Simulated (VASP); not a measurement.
# Mn (Im-3m) in VASP: notebook

The runs below take Mn through single point, relaxation of cell and atoms, with revPBE.

All numbers are computed with VASP 6.6.1; they aren't measurements. Logs are shortened: lines on timing, memory, paths and dates and some standing lists are left out, and cuts for length are marked.

### 1 The cell of the first run

The structure is cubic, space group Im-3m (No. 229). Conventional cell: a = 2.810 Å, b = 2.810 Å, c = 2.810 Å, α = 90.00°, β = 90.00°, γ = 90.00°. Mn (site symmetry m-3m) has 14 Mn at 2.43 to 2.81 Å within 3.2 Å.

### 2 Single point, revPBE, collinear spin, ferromagnetic start

Contents of INCAR:

```
SYSTEM = Mn
PREC     = Accurate       ! precision mode
ENCUT    = 500            ! plane-wave cutoff, eV
EDIFF    = 1E-6           ! SCF threshold, eV
ISMEAR   = -1             ! smearing method
SIGMA    = 0.05           ! smearing width, eV
LREAL    = .FALSE.        ! projectors in reciprocal space
LASPH    = .TRUE.         ! aspherical terms in the spheres
NELM     = 200            ! most SCF steps
ALGO     = Normal         ! electronic algorithm
ISIF     = 2              ! what is computed and relaxed
LWAVE    = .FALSE.        ! write WAVECAR
LCHARG   = .TRUE.         ! write CHGCAR
ISPIN    = 2              ! spin polarisation
MAGMOM   = -0.842         ! initial moments
LORBIT   = 11             ! projections on sites
LMAXMIX  = 4              ! l up to which the mixer works
GGA      = RE             ! functional
LELF     = .TRUE.         ! ELF
LVHAR    = .TRUE.       
NBANDS   = 16             ! bands
GGA_COMPAT= .FALSE.
```

Contents of KPOINTS:

```
Automatic mesh
0
G
  26 26 26
  0 0 0
```

Contents of POSCAR:

```
Mn
1.0
   -1.4050925334      1.4050925334      1.4050925334
    1.4050925334     -1.4050925334      1.4050925334
    1.4050925334      1.4050925334     -1.4050925334
Mn
1
Direct
    0.0000000000      0.0000000000      0.0000000000
```

Potentials or basis: VASP PAW PBE potentials, release 64 (Mn_pv).

The run is started by

```sh
$ cat potpaw_PBE.64/Mn_pv/POTCAR > POTCAR
$ mpirun -np 1 vasp_std > vasp.out
```

OUTCAR:

```text
SYSTEM = Mn
   PREC = Accurate
   ENCUT = 500
   EDIFF = 1E-6
   ISMEAR = -1
   LREAL = .FALSE.
   LASPH = .TRUE.
   NELM = 200
   ISIF = 2
   ISPIN = 2
   LORBIT = 11
   GGA = RE

 ion  position               nearest neighbor table
   1  0.000  0.000  0.000-

  LATTYP: Found a body centered cubic cell.
 ALAT       =     2.8101850668

  Lattice vectors:

 A1 = (  -1.4050925334,   1.4050925334,   1.4050925334)
 A2 = (   1.4050925334,  -1.4050925334,   1.4050925334)
 A3 = (   1.4050925334,   1.4050925334,  -1.4050925334)

Analysis of symmetry for initial positions (statically):
=====================================================================
 Subroutine PRICEL returns:
 Original cell was already a primitive cell.

 Routine SETGRP: Setting up the symmetry group for a
 body centered cubic supercell.

 Subroutine GETGRP returns: Found 48 space group operations
 (whereof 48 operations were pure point group operations)
 out of a pool of 48 trial point group operations.

The static configuration has the point symmetry O_h .

Analysis of symmetry for dynamics (positions and initial velocities):
=====================================================================
 Subroutine PRICEL returns:
 Original cell was already a primitive cell.

 Routine SETGRP: Setting up the symmetry group for a
 body centered cubic supercell.

 Subroutine GETGRP returns: Found 48 space group operations
 (whereof 48 operations were pure point group operations)
 out of a pool of 48 trial point group operations.

The dynamic configuration has the point symmetry O_h .

Analysis of structural, dynamic, and magnetic symmetry:
=====================================================================
 Subroutine PRICEL returns:
 Original cell was already a primitive cell.

 Routine SETGRP: Setting up the symmetry group for a
 body centered cubic supercell.

 Subroutine GETGRP returns: Found 48 space group operations
 (whereof 48 operations were pure point group operations)
 out of a pool of 48 trial point group operations.

The overall configuration has the point symmetry O_h .

 Subroutine INISYM returns: Found 48 space group operations
 (whereof 48 operations are pure point group operations),
 and found     1 'primitive' translations

----------------------------------------------------------------------------------------

                                     Primitive cell

  volume of cell :      11.0962

  direct lattice vectors                    reciprocal lattice vectors
    -1.405092533  1.405092533  1.405092533     0.000000000  0.355848450  0.355848450
[... 102 lines left out ...]
   IMIX   =      4    mixing-type and parameters
     AMIX     =   0.40;   BMIX     =  1.00
     AMIX_MAG =   1.60;   BMIX_MAG =  1.00
  volume/ion in A,a.u.               =      11.10        74.88
  Fermi-wavevector in a.u.,A,eV,Ry     =   1.725829  3.261343 40.524746  2.978485
  Thomas-Fermi vector in A             =   2.801256
   LORBIT       =     11    0 simple, 1 ext, 2 COOP (PROOUT), +10 PAW based schemes
   GGA     = RE    functional components
   LHFCALC =     F    Hartree Fock is set to
   AEXX    =    0.0000 exact exchange contribution
   IVDW    =     0    specifies the selected vdW correction
   LEPSILON=     F    determine dielectric tensor
   LRPA    =     F    only Hartree local field effects (RPA)
 spin polarized calculation
  energy-cutoff  :      500.00
  volume of cell :       11.10
 maximum number of plane-waves:       321
 NGX is ok and might be reduce to    18
   NGX =  9   NGY =  9   NGZ =  9

 number of electron      13.0000018 magnetization      -0.9104342

 Free energy of the ion-electron system (eV)
  ---------------------------------------------------
  ext. energy  EPLUGINS =         0.00000000
  ---------------------------------------------------
  free energy    TOTEN  =        -8.44191707 eV

  energy without entropy =       -8.42501238  energy(sigma->0) =       -8.43346473

 E-fermi :  10.3741     XC(G=0): -13.7306

 val. band max:       10.3731849658   @ k =   0.3462   0.1923   0.0385
 cond. band min:      10.3772438339   @ k =   0.2308   0.2308   0.0769
 fundamental gap:      0.0040588681
 Fermi energy:        10.3741193181

 spin component 1

 k-point     1 :       0.0000    0.0000    0.0000
  band No.  band energies     occupation
      1     -36.9839      1.00000
      2     -36.9839      1.00000
      3     -36.9839      1.00000
      4       2.0311      1.00000
      5       9.3833      1.00000
      6       9.3833      1.00000
[... 435 lines left out ...]
      5       8.0635      1.00000
      6      10.0489      0.99850
[... 8 lines left out ...]
     15      42.7568      0.00000
     16      43.9739      0.00000

 [... further k-points ...]

 spin component 2

 k-point     1 :       0.0000    0.0000    0.0000
  band No.  band energies     occupation
      1     -38.0331      1.00000
      2     -38.0331      1.00000
      3     -38.0331      1.00000
      4       1.9149      1.00000
      5       8.6159      1.00000
      6       8.6159      1.00000
[... 435 lines left out ...]
      5       7.3768      1.00000
      6       9.6612      1.00000
[... 8 lines left out ...]
     15      41.5094      0.00000
     16      43.7559      0.00000

 [... further k-points ...]

------------------------ aborting loop because EDIFF is reached ----------------------------------------

  FORCE on cell =-STRESS in cart. coord.  units (eV):
  Direction    XX          YY          ZZ          XY          YZ          ZX
  --------------------------------------------------------------------------------------
  -------------------------------------------------------------------------------------
  Total        0.0401015      0.0401015      0.0401015     -0.0000000      0.0000000     -0.0000000
  in kB        5.7902415      5.7902415      5.7902415     -0.0000000      0.0000000     -0.0000000
  external PRESSURE =       5.7902415 kB  Pullay stress =       0.0000000 kB

 VOLUME and BASIS-vectors are now :
 -----------------------------------------------------------------------------
  energy-cutoff  :      500.00
  volume of cell :       11.10
      direct lattice vectors                 reciprocal lattice vectors
    -1.405092533  1.405092533  1.405092533     0.000000000  0.355848450  0.355848450
     1.405092533 -1.405092533  1.405092533     0.355848450  0.000000000  0.355848450
     1.405092533  1.405092533 -1.405092533     0.355848450  0.355848450  0.000000000

 POSITION                                       TOTAL-FORCE (eV/Angst)
 -----------------------------------------------------------------------------------
      0.00000      0.00000      0.00000        -0.000000     -0.000000      0.000000
 -----------------------------------------------------------------------------------
    total drift:                                0.000000     -0.000000      0.000000

  FREE ENERGIE OF THE ION-ELECTRON SYSTEM (eV)
  ---------------------------------------------------
  free  energy   TOTEN  =        -8.4419170717 eV

  energy  without entropy=       -8.4250123819  energy(sigma->0) =       -8.43346473

 total charge

# of ion       s       p       d       tot
------------------------------------------
    1        0.405   6.387   5.118  11.909

 magnetization (x)

# of ion       s       p       d       tot
------------------------------------------
    1        0.005   0.015  -0.931  -0.911
```

OSZICAR:

```text
N       E                     dE             d eps       ncg     rms          rms(c)
DAV:   1     0.801105633088E+02    0.80111E+02   -0.67730E+03 33528   0.101E+03
DAV:   2    -0.823244000877E+01   -0.88343E+02   -0.83699E+02 35552   0.263E+02
DAV:   3    -0.100099677147E+02   -0.17775E+01   -0.17736E+01 39856   0.403E+01
DAV:   4    -0.100158938274E+02   -0.59261E-02   -0.59258E-02 39848   0.230E+00
DAV:   5    -0.100159296467E+02   -0.35819E-04   -0.35819E-04 38440   0.160E-01    0.128E+01
DAV:   6    -0.847834683379E+01    0.15376E+01   -0.25330E+00 39696   0.313E+01    0.232E+00
DAV:   7    -0.844187891082E+01    0.36468E-01   -0.10569E-01 35136   0.510E+00    0.116E+00
DAV:   8    -0.843829943082E+01    0.35795E-02   -0.41765E-03 39816   0.623E-01    0.911E-01
DAV:   9    -0.844076547945E+01   -0.24660E-02   -0.30564E-03 41608   0.597E-01    0.396E-01
DAV:  10    -0.844134322069E+01   -0.57774E-03   -0.28227E-04 37352   0.211E-01    0.305E-01
DAV:  11    -0.844187712587E+01   -0.53391E-03   -0.74643E-04 35944   0.279E-01    0.911E-02
DAV:  12    -0.844191287788E+01   -0.35752E-04   -0.50104E-05 33592   0.710E-02    0.433E-02
DAV:  13    -0.844191500870E+01   -0.21308E-05   -0.91748E-06 37352   0.397E-02    0.175E-02
DAV:  14    -0.844191739424E+01   -0.23855E-05   -0.24329E-06 33968   0.162E-02    0.246E-03
DAV:  15    -0.844191707166E+01    0.32258E-06   -0.15282E-07 17168   0.339E-03
   1 F= -.84419171E+01 E0= -.84334647E+01  d E =-.169047E-01  mag=    -0.9096
```

stdout:

```text
POSCAR found type information on POSCAR Mn
 POSCAR found :  1 types and       1 ions
 scaLAPACK will be used
 -----------------------------------------------------------------------------
|                                                                             |
|                                                                             |
|     You enforced a specific xc type in the INCAR file but a different       |
|     I HOPE YOU KNOW WHAT YOU ARE DOING!                                     |
|                                                                             |
 -----------------------------------------------------------------------------

 LDA part: xc-table for (Slater+PW92), standard interpolation
 POSCAR, INCAR and KPOINTS ok, starting setup
 FFT: planning ... GRIDC
 FFT: planning ... GRID_SOFT
 FFT: planning ... GRID
 WAVECAR not read
 entering main loop
```

It took 4.8 min on 1 thread of Intel Xeon 8259CL, shared host; peak memory 0.24 GiB.

What came out:

```yaml
Free_energy: -8.4419 eV
Pressure: 0.6 GPa
Net_moment: -0.91 μB per cell
Site_moments: Mn -0.91 μB
Valence_electrons_inside_the_program's_atomic_spheres: Mn 11.91
```

Levels at points of the mesh, in eV from the Fermi level:
Spin up:
| k point | band 2 | band 3 | band 4 | band 5 | band 6 | band 7 | band 8 | band 9 | band 10 | band 11 |
| --- | --- | --- | --- | --- | --- | --- | --- | --- | --- | --- |
| (0.00, 0.00, 0.00) | -47.36 | -47.36 | -8.34 | -0.99 | -0.99 | -0.99 | 1.09 | 1.09 | 23.51 | 23.51 |
| (0.50, 0.00, 0.00) | -47.58 | -47.36 | -4.39 | -2.43 | 0.75 | 1.02 | 1.39 | 2.45 | 9.39 | 17.84 |
| (0.50, 0.50, 0.50) | -47.85 | -47.85 | -4.07 | -4.07 | 2.09 | 2.09 | 2.09 | 10.52 | 10.52 | 10.52 |
Spin down:
| k point | band 3 | band 4 | band 5 | band 6 | band 7 | band 8 | band 9 | band 10 | band 11 | band 12 |
| --- | --- | --- | --- | --- | --- | --- | --- | --- | --- | --- |
| (0.00, 0.00, 0.00) | -48.41 | -8.46 | -1.76 | -1.76 | -1.76 | -0.08 | -0.08 | 23.56 | 23.56 | 23.56 |
| (0.50, 0.00, 0.00) | -48.41 | -4.92 | -3.11 | -0.04 | 0.19 | 0.65 | 1.55 | 8.79 | 17.77 | 21.13 |
| (0.50, 0.50, 0.50) | -48.88 | -4.83 | -4.83 | 1.21 | 1.21 | 1.21 | 10.38 | 10.38 | 10.38 | 16.70 |

Caveat: the PAW data sets were made with another functional, which shifts forces and pressure a little.

### 3 Single point, revPBE, collinear spin, ferromagnetic start

Contents of INCAR:

```
PREC = Accurate ; ENCUT = 500
EDIFF = 1E-6 ; ISMEAR = -1
SIGMA = 0.05 ; LREAL = False
LASPH = True ; NELM = 200
ALGO = Normal ; ISIF = 2
LWAVE = False ; LCHARG = False
ISPIN = 2 ; MAGMOM = 3
LORBIT = 11 ; LMAXMIX = 4
GGA = RE ; NBANDS = 16
GGA_COMPAT = False
```

Contents of KPOINTS:

```
regular mesh
0
Gamma
  15 15 15
```

POSCAR is that of step 2.

Potentials or basis: VASP PAW PBE potentials, release 64 (Mn_pv).

The run is started by

```sh
$ cat potpaw_PBE.64/Mn_pv/POTCAR > POTCAR
$ mpirun -np 1 vasp_std > vasp.out
```

Wall time 38 s (1 thread of Intel Xeon 8259CL, shared host); peak memory 0.15 GiB.

It converged, with:

```yaml
Free_energy: -8.4431 eV
Pressure: -0.8 GPa
Net_moment: 0.85 μB per cell
Site_moments: Mn +0.85 μB
Valence_electrons_inside_the_program's_atomic_spheres: Mn 11.91
```

Levels at points of the mesh, in eV from the Fermi level:
Spin up:
| k point | band 4 | band 5 | band 6 | band 7 | band 8 | band 9 | band 10 | band 11 |
| --- | --- | --- | --- | --- | --- | --- | --- | --- |
| (0.00, 0.00, 0.00) | -8.45 | -1.74 | -1.74 | -1.74 | -0.05 | -0.05 | 23.57 | 23.57 |
Spin down:
| k point | band 2 | band 3 | band 4 | band 5 | band 6 | band 7 | band 8 | band 9 | band 10 | band 11 |
| --- | --- | --- | --- | --- | --- | --- | --- | --- | --- | --- |
| (0.00, 0.00, 0.00) | -47.41 | -47.41 | -8.35 | -1.03 | -1.03 | -1.03 | 1.04 | 1.04 | 23.51 | 23.51 |

Caveat: the PAW data sets were made with another functional, which shifts forces and pressure a little.

### 4 Relaxation of cell and atoms, revPBE, collinear spin, ferromagnetic start

This run uses another cell than the first one, of 11.75 Å³/atom, 1.059 times its volume.

Contents of INCAR:

```
ALGO = Normal ; EDIFF = 1E-7
EDIFFG = -0.01 ; ENCUT = 500
GGA = RE ; GGA_COMPAT = False
IBRION = 2 ; ISIF = 3
ISMEAR = -1 ; ISPIN = 2
LASPH = True ; LCHARG = False
LMAXMIX = 4 ; LORBIT = 11
LREAL = False ; LWAVE = False
MAGMOM = 3 ; NELM = 200
NELMIN = 4 ; NSW = 80
PREC = Accurate ; SIGMA = 0.05
```

Contents of KPOINTS:

```
k-points
0
Gamma
  15 15 15
```

Contents of POSCAR:

```
Mn
1.0
   -1.4321439648      1.4321439648      1.4321439648
    1.4321439648     -1.4321439648      1.4321439648
    1.4321439648      1.4321439648     -1.4321439648
Mn
1
Direct
    0.0000000000      0.0000000000      0.0000000000
```

The run is started by

```sh
$ cat potpaw_PBE.64/Mn_pv/POTCAR > POTCAR
$ mpirun -np 1 vasp_std > vasp.out
```

Wall time 2.6 min (1 thread of Intel Xeon 8259CL, shared host); peak memory 0.15 GiB.

Results (log left out):

* Free energy: -8.4438 eV
* Relaxed volume: 11.10 Å³/atom
* Relaxed cell: a = 2.434 Å, b = 2.434 Å, c = 2.434 Å, α = 109.47°, β = 109.47°, γ = 109.47°
* Space group after relaxing (to 0.05 Å): Im-3m (No. 229)
* Energy gained by relaxing: 25.2 meV/atom
* Ionic steps: 4
* Pressure after relaxing: 0.0 GPa
* Net moment: 0.85 μB per cell
* Site moments: Mn +0.85 μB
* Valence electrons inside the program's atomic spheres: Mn 11.91

Step by step:
```csv
step,energy change (eV),largest force (eV/Å),pressure (GPa),volume (Å³)
1,0.0000,0.0000,-11.53,11.75
2,0.0163,0.0000,19.10,10.37
3,-0.0252,0.0000,-0.27,11.11
4,-0.0252,0.0000,0.01,11.10
```

Final structure:
```yaml
crystal:
  lattice:
    - [-1.40530, 1.40530, 1.40530]
    - [1.40530, -1.40530, 1.40530]
    - [1.40530, 1.40530, -1.40530]
  atoms:
    - { symbol: Mn, position: [0.00000, 0.00000, 0.00000] }
```

Levels at points of the mesh, in eV from the Fermi level:
Spin up:
| k point | band 4 | band 5 | band 6 | band 7 | band 8 | band 9 | band 10 | band 11 |
| --- | --- | --- | --- | --- | --- | --- | --- | --- |
| (0.00, 0.00, 0.00) | -8.45 | -1.74 | -1.74 | -1.74 | -0.05 | -0.05 | 23.56 | 23.56 |
Spin down:
```
           k point  band 3  band 4  band 5  band 6  band 7  band 8  band 9  band 10
(0.00, 0.00, 0.00)  -47.41   -8.35   -1.02   -1.02   -1.02    1.04    1.04    23.51
```

Caveat: the PAW data sets were made with another functional, which shifts forces and pressure a little.

### 5 The runs side by side

| task | cell | k mesh | gap on the mesh (eV) | pressure (GPa) | moment (μB) |
| --- | --- | --- | --- | --- | --- |
| single point | a = 2.434 Å, angles 109.5°, 1 atom | 26 × 26 × 26 | none | 0.6 | 0.91 |
| single point | a = 2.434 Å, angles 109.5°, 1 atom | 15 × 15 × 15 | none | -0.8 | 0.85 |
| relaxation of cell and atoms | relaxed from a = 2.481 Å, angles 109.5°, 1 atom | 15 × 15 × 15 | none | 0.0 | 0.85 |

Alike in all rows: level revPBE; potentials or basis VASP PAW PBE potentials, release 64 (Mn_pv); spin collinear, ferromagnetic start; cutoff (eV) 500; smearing fermi-dirac 0.05 eV.

Caveats: the PAW data sets were made with another functional, which shifts forces and pressure a little.

Total energies depend on the potentials used, so only differences within one code and one set of settings carry meaning.
